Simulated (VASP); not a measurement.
# ZnO (rock salt type) (Fm-3m) in VASP: a series of runs

Aim: see how the results for ZnO (rock salt type) move with the level of theory and the settings. Levels: r2SCAN, PBE. Tasks: single point.

All numbers are computed with VASP 6.6.1; they aren't measurements. Logs are shortened: lines on timing, memory, paths and dates and some standing lists are left out, and cuts for length are marked.

**1. The cell of the first run**

The structure is cubic, space group Fm-3m (No. 225). Conventional cell: a = 4.386 Å, b = 4.386 Å, c = 4.386 Å, α = 90.00°, β = 90.00°, γ = 90.00°. Zn (site symmetry m-3m) has 6 O at 2.19 Å within 2.9 Å. O (site symmetry m-3m) has 6 Zn at 2.19 Å within 2.9 Å.

**2. Single point, r2SCAN**

POSCAR

```
ZnO
1.0
    0.0000000000      2.1928918071      2.1928918071
    2.1928918071      0.0000000000      2.1928918071
    2.1928918071      2.1928918071      0.0000000000
Zn O
1 1
Direct
    0.0000000000      0.0000000000      0.0000000000
    0.5000000000      0.5000000000      0.5000000000
```

INCAR.step1

```
PREC = Accurate
ENCUT = 520
ISMEAR = -1
SIGMA = 0.1
LREAL = F
LASPH = T
NELM = 60
NBANDS = 16
GGA = PE
ALGO = Normal
EDIFF = 1E-4
LWAVE = T
LCHARG = F
```

INCAR.step2

```
PREC = Accurate
ENCUT = 520
EDIFF = 1E-7
ISMEAR = -1
SIGMA = 0.1
LREAL = F
LASPH = T
NELM = 60
ALGO = Normal
ISIF = 2
LWAVE = F
LCHARG = F
METAGGA = R2SCAN
LMIXTAU = T
NBANDS = 16
ISTART = 1
```

KPOINTS

```
regular mesh
0
Gamma
  13 13 13
```

Potentials or basis: VASP PAW PBE potentials, release 64 (Zn, O).

Run with:

```bash
> cat potpaw_PBE.64/Zn/POTCAR potpaw_PBE.64/O/POTCAR > POTCAR
> cp INCAR.step1 INCAR
> mpirun -np 1 vasp_std > vasp.out
> cp INCAR.step2 INCAR
> mpirun -np 1 vasp_std > vasp.out
```

OUTCAR:

```text
PREC = Accurate
   ENCUT = 520
   EDIFF = 1E-7
   ISMEAR = -1
   LREAL = F
   LASPH = T
   NELM = 60
   ISIF = 2
   METAGGA = R2SCAN
   ISTART = 1

 ion  position               nearest neighbor table
   1  0.000  0.000  0.000-   2 2.19   2 2.19   2 2.19   2 2.19   2 2.19   2 2.19
   2  0.500  0.500  0.500-   1 2.19   1 2.19   1 2.19   1 2.19   1 2.19   1 2.19

  LATTYP: Found a face centered cubic cell.
 ALAT       =     4.3857836142

  Lattice vectors:

 A1 = (   0.0000000000,   2.1928918071,   2.1928918071)
 A2 = (   2.1928918071,   0.0000000000,   2.1928918071)
 A3 = (   2.1928918071,   2.1928918071,   0.0000000000)

Analysis of symmetry for initial positions (statically):
=====================================================================
 Subroutine PRICEL returns:
 Original cell was already a primitive cell.

 Routine SETGRP: Setting up the symmetry group for a
 face centered cubic supercell.

 Subroutine GETGRP returns: Found 48 space group operations
 (whereof 48 operations were pure point group operations)
 out of a pool of 48 trial point group operations.

The static configuration has the point symmetry O_h .

Analysis of symmetry for dynamics (positions and initial velocities):
=====================================================================
 Subroutine PRICEL returns:
 Original cell was already a primitive cell.

 Routine SETGRP: Setting up the symmetry group for a
 face centered cubic supercell.

 Subroutine GETGRP returns: Found 48 space group operations
 (whereof 48 operations were pure point group operations)
 out of a pool of 48 trial point group operations.

The dynamic configuration has the point symmetry O_h .

 Subroutine INISYM returns: Found 48 space group operations
 (whereof 48 operations are pure point group operations),
 and found     1 'primitive' translations

----------------------------------------------------------------------------------------

                                     Primitive cell

  volume of cell :      21.0902

  direct lattice vectors                    reciprocal lattice vectors
     0.000000000  2.192891807  2.192891807    -0.228009425  0.228009425  0.228009425
     2.192891807  0.000000000  2.192891807     0.228009425 -0.228009425  0.228009425
     2.192891807  2.192891807  0.000000000     0.228009425  0.228009425 -0.228009425

  length of vectors
     3.101217334  3.101217334  3.101217334     0.394923909  0.394923909  0.394923909

  position of ions in fractional coordinates (direct lattice)
     0.000000000  0.000000000  0.000000000
     0.500000000  0.500000000  0.500000000
[... 77 lines left out ...]
   EDIFF  = 0.1E-06   stopping-criterion for ELM
   LREAL  =      F    real-space projection
   EDIFFG = 0.1E-05   stopping-criterion for IOM
   NSW    =      0    number of steps for IOM
   IBRION =     -1    ionic relax: 0-MD 1-quasi-New 2-CG
   NFREE  =      0    steps in history (QN), initial steepest desc. (CG)
   ISIF   =      2    stress and relaxation
   ISYM   =      2    0-nonsym 1-usesym 2-fastsym
   POTIM  = 0.5000    time-step for ionic-motion
   TEBEG  =    0.0;   TEEND  =   0.0 temperature during run
   PSTRESS=    0.0 pullay stress
   NELECT =      18.0000    total number of electrons
   NUPDOWN=      -1.0000    fix difference up-down
   EMIN   =  10.00;   EMAX   =-10.00  energy-range for DOS
   EFERMI =   0.00;   METHOD = LEGACY
   ISMEAR =    -1;   SIGMA  =   0.10  broadening in eV -4-tet -1-fermi 0-gaus
   EFERMI_NEDOS =   21; number of points for ismear=-14 and -15
   IALGO  =     38    algorithm
   IMIX   =      4    mixing-type and parameters
     AMIX     =   0.40;   BMIX     =  1.00
     AMIX_MAG =   1.60;   BMIX_MAG =  1.00
  volume/ion in A,a.u.               =      10.55        71.16
  Fermi-wavevector in a.u.,A,eV,Ry     =   1.552882  2.934522 32.809668  2.411443
  Thomas-Fermi vector in A             =   2.657193
   LORBIT       =      0    0 simple, 1 ext, 2 COOP (PROOUT), +10 PAW based schemes
   METAGGA = R2SCAN    functional components
   LHFCALC =     F    Hartree Fock is set to
   AEXX    =    0.0000 exact exchange contribution
   IVDW    =     0    specifies the selected vdW correction
   LEPSILON=     F    determine dielectric tensor
   LRPA    =     F    only Hartree local field effects (RPA)
 non-spin polarized calculation
  energy-cutoff  :      520.00
  volume of cell :       21.09
 maximum number of plane-waves:       578
   NGX = 11   NGY = 11   NGZ = 11

 number of electron      17.9999996 magnetization

 Free energy of the ion-electron system (eV)
  ---------------------------------------------------
  ext. energy  EPLUGINS =         0.00000000
  ---------------------------------------------------
  free energy    TOTEN  =       -17.88851564 eV

  energy without entropy =      -17.88846910  energy(sigma->0) =      -17.88849237

 E-fermi :   2.4653     XC(G=0): -12.6160

 val. band max:        1.6225041880   @ k =   0.4615   0.0000   0.0000
 cond. band min:       2.8015356313   @ k =   0.0000   0.0000   0.0000
 fundamental gap:      1.1790314433
 Fermi energy:         2.4653495659

 k-point     1 :       0.0000    0.0000    0.0000
  band No.  band energies     occupation
      1     -17.2420      2.00000
      2      -3.1771      2.00000
      3      -3.1771      2.00000
      4      -3.1771      2.00000
      5      -3.0171      2.00000
      6      -3.0171      2.00000
[... 433 lines left out ...]
      3      -3.8898      2.00000
      4      -3.7553      2.00000
      5      -2.9231      2.00000
      6      -2.8158      2.00000
[... 8 lines left out ...]
     15      25.2048      0.00000
     16      27.1925      0.00000

 [... further k-points ...]

------------------------ aborting loop because EDIFF is reached ----------------------------------------

  FORCE on cell =-STRESS in cart. coord.  units (eV):
  Direction    XX          YY          ZZ          XY          YZ          ZX
  --------------------------------------------------------------------------------------
  -------------------------------------------------------------------------------------
  Total       -1.6026940     -1.6026940     -1.6026940     -0.0000000      0.0000000      0.0000000
  in kB     -121.7529725   -121.7529725   -121.7529725     -0.0000000      0.0000000      0.0000000
  external PRESSURE =    -121.7529725 kB  Pullay stress =       0.0000000 kB

 VOLUME and BASIS-vectors are now :
 -----------------------------------------------------------------------------
  energy-cutoff  :      520.00
  volume of cell :       21.09
      direct lattice vectors                 reciprocal lattice vectors
     0.000000000  2.192891807  2.192891807    -0.228009425  0.228009425  0.228009425
     2.192891807  0.000000000  2.192891807     0.228009425 -0.228009425  0.228009425
     2.192891807  2.192891807  0.000000000     0.228009425  0.228009425 -0.228009425

 POSITION                                       TOTAL-FORCE (eV/Angst)
 -----------------------------------------------------------------------------------
      0.00000      0.00000      0.00000        -0.000000      0.000000     -0.000000
      2.19289      2.19289      2.19289         0.000000     -0.000000      0.000000
 -----------------------------------------------------------------------------------
    total drift:                                0.000000     -0.000000     -0.000000

  FREE ENERGIE OF THE ION-ELECTRON SYSTEM (eV)
  ---------------------------------------------------
  free  energy   TOTEN  =       -17.8885156391 eV

  energy  without entropy=      -17.8884691027  energy(sigma->0) =      -17.88849237
```

OUTCAR.step1:

```text
PREC = Accurate
   ENCUT = 520
   ISMEAR = -1
   LREAL = F
   LASPH = T
   NELM = 60
[... 674 lines left out ...]
 -----------------------------------------------------------------------------------
      0.00000      0.00000      0.00000         0.000000      0.000000      0.000000
      2.19289      2.19289      2.19289        -0.000000      0.000000     -0.000000
 -----------------------------------------------------------------------------------
    total drift:                                0.000000     -0.000000     -0.000000

  FREE ENERGIE OF THE ION-ELECTRON SYSTEM (eV)
  ---------------------------------------------------
  free  energy   TOTEN  =        -8.6222626934 eV

  energy  without entropy=       -8.6218332539  energy(sigma->0) =       -8.62204797
```

It took 63 s on 1 thread of Intel Xeon Platinum 8488C (Sapphire Rapids), shared host; peak memory 0.15 GiB.

What came out:

- Free energy: -17.8885 eV
- Pressure: -12.2 GPa
- Band gap on the k mesh: 1.18 eV, indirect (least direct gap 2.29 eV)

Levels at points of the mesh, in eV from the valence-band top:
```tsv
k point	band 7	band 8	band 9	band 10	band 11	band 12
(0.00, 0.00, 0.00)	-1.12	-1.12	-1.12	1.18	18.34	18.34
```

Caveat: the PAW data sets were made with another functional, which shifts forces and pressure a little. A k mesh can miss the band edges.

**3. Single point, PBE**

This run uses another cell than the first one, of 9.53 Å³/atom, 0.904 times its volume.

INCAR

```
PREC = Accurate ; ENCUT = 520
EDIFF = 1E-6 ; ISMEAR = -1
SIGMA = 0.06122561905347299 ; LREAL = F
LASPH = T ; NELM = 60
ALGO = Normal ; ISIF = 2
LWAVE = F ; LCHARG = F
GGA = PE ; NBANDS = 16
```

KPOINTS

```
regular mesh
0
Gamma
  22 22 22
```

POSCAR

```
ZnO
1.0
    0.0000000000      2.1202254493      2.1202254493
    2.1202254493      0.0000000000      2.1202254493
    2.1202254493      2.1202254493      0.0000000000
Zn O
1 1
Direct
    0.0000000000      0.0000000000      0.0000000000
    0.5000000000      0.5000000000      0.5000000000
```

Potentials or basis: VASP PAW PBE potentials, release 64 (Zn, O).

Run with:

```bash
> cat potpaw_PBE.64/Zn/POTCAR potpaw_PBE.64/O/POTCAR > POTCAR
> mpirun -np 1 vasp_std > vasp.out
```

Wall time 47 s (1 thread of Intel Xeon Platinum 8488C (Sapphire Rapids), shared host); peak memory 0.21 GiB.

Results (log left out):

| Item | Value |
| --- | --- |
| Free energy | -8.5785 eV |
| Pressure | 13.2 GPa |
| Band gap on the k mesh | 1.00 eV, indirect (least direct gap 2.48 eV) |

Levels at points of the mesh, in eV from the valence-band top:
```tsv
k point	band 5	band 6	band 7	band 8	band 9	band 10	band 11	band 12	band 13	band 14
(0.00, 0.00, 0.00)	-4.68	-4.68	-1.48	-1.48	-1.48	1.00	18.14	18.14	18.14	18.40
(0.50, 0.00, 0.00)	-4.46	-4.46	-3.64	0.00	0.00	5.47	9.33	12.95	12.95	19.58
(0.50, 0.50, 0.00)	-4.34	-4.34	-3.99	-2.96	-2.96	4.34	10.84	11.32	15.69	15.69
```

**4. Single point, PBE**

This run uses another cell than the first one, of 9.73 Å³/atom, 0.923 times its volume.

INCAR

```
PREC     = Accurate       # precision mode
ENCUT    = 520            # plane-wave cutoff, eV
EDIFF    = 1E-6           # SCF threshold, eV
ISMEAR   = -1             # smearing method
SIGMA    = 0.06122561905347299 # smearing width, eV
LREAL    = False          # projectors in reciprocal space
LASPH    = True           # aspherical terms in the spheres
NELM     = 100            # most SCF steps
ALGO     = Normal         # electronic algorithm
ISIF     = 2              # what is computed and relaxed
LWAVE    = False          # write WAVECAR
LCHARG   = True           # write CHGCAR
GGA      = PE             # functional
LELF     = True           # ELF
LVHAR    = True         
NBANDS   = 16             # bands
```

KPOINTS is that of step 3.

POSCAR

```
ZnO
1.0
    0.0000000000      2.1351571064      2.1351571064
    2.1351571064      0.0000000000      2.1351571064
    2.1351571064      2.1351571064      0.0000000000
Zn O
1 1
Direct
    0.0000000000      0.0000000000      0.0000000000
    0.5000000000      0.5000000000      0.5000000000
```

Run with:

```bash
> cat potpaw_PBE.64/Zn/POTCAR potpaw_PBE.64/O/POTCAR > POTCAR
> mpirun -np 1 vasp_std > vasp.out
```

Wall time 41 s (1 thread of Intel Xeon Platinum 8488C (Sapphire Rapids), shared host); peak memory 0.21 GiB.

Results (log left out):

```
Free energy            : -8.6067 eV
Pressure               : 8.7 GPa
Band gap on the k mesh : 0.91 eV, indirect (least direct gap 2.30 eV)
```

Levels at points of the mesh, in eV from the valence-band top:
```tsv
k point	band 6	band 7	band 8	band 9	band 10	band 11	band 12	band 13
(0.00, 0.00, 0.00)	-4.65	-1.39	-1.39	-1.39	0.91	18.02	18.02	18.02
(0.50, 0.00, 0.00)	-4.44	-3.62	0.00	0.00	5.44	9.14	12.84	12.84
(0.50, 0.50, 0.00)	-4.32	-4.00	-2.84	-2.84	4.25	10.71	11.28	15.47
```

A k mesh can miss the band edges. As with any semilocal functional, this PBE gap is likely too small.

**5. Single point, PBE**

This run uses another cell than the first one, of 9.73 Å³/atom, 0.923 times its volume.

INCAR

```
SYSTEM = ZnO
PREC = Accurate
ENCUT = 520
EDIFF = 1E-6
ISMEAR = -1
SIGMA = 0.06122561905347299
LREAL = .False.
LASPH = .True.
NELM = 100
ALGO = Normal
ISIF = 2
LWAVE = .False.
LCHARG = .False.
GGA = PE
NBANDS = 16
```

KPOINTS

```
Automatic mesh
0
Gamma
  22 22 22
  0 0 0
```

POSCAR is that of step 4.

Run with:

```bash
> cat potpaw_PBE.64/Zn/POTCAR potpaw_PBE.64/O/POTCAR > POTCAR
> mpirun -np 1 vasp_std > vasp.out
```

Wall time 36 s (1 thread of Intel Xeon Platinum 8488C (Sapphire Rapids), shared host); peak memory 0.21 GiB.

The run converged. Its results:

```
Free energy            : -8.6067 eV
Pressure               : 8.7 GPa
Band gap on the k mesh : 0.91 eV, indirect (least direct gap 2.30 eV)
```

Levels at points of the mesh, in eV from the valence-band top:
```csv
k point,band 5,band 6,band 7,band 8,band 9,band 10,band 11,band 12,band 13,band 14
"(0.00, 0.00, 0.00)",-4.65,-4.65,-1.39,-1.39,-1.39,0.91,18.02,18.02,18.02,18.33
"(0.50, 0.00, 0.00)",-4.44,-4.44,-3.62,0.00,0.00,5.44,9.14,12.84,12.84,19.37
"(0.50, 0.50, 0.00)",-4.32,-4.32,-4.00,-2.84,-2.84,4.25,10.71,11.28,15.47,15.47
```

**6. Summary**

```tsv
level	cell	k mesh	smearing	gap on the mesh (eV)	pressure (GPa)
r2SCAN	a = 3.101 Å, angles 60.0°, 2 atoms	13 × 13 × 13	fermi-dirac 0.1 eV	1.18	-12.2
PBE	a = 2.998 Å, angles 60.0°, 2 atoms	22 × 22 × 22	fermi-dirac 0.0612256 eV	1.00	13.2
PBE	a = 3.020 Å, angles 60.0°, 2 atoms	22 × 22 × 22	fermi-dirac 0.0612256 eV	0.91	8.7
```

Alike in all rows: task single point; potentials or basis VASP PAW PBE potentials, release 64 (Zn, O); no spin polarisation; cutoff (eV) 520.

Caveats: the PAW data sets were made with another functional, which shifts forces and pressure a little (some runs).

Total energies depend on the potentials used, so only differences within one code and one set of settings carry meaning.
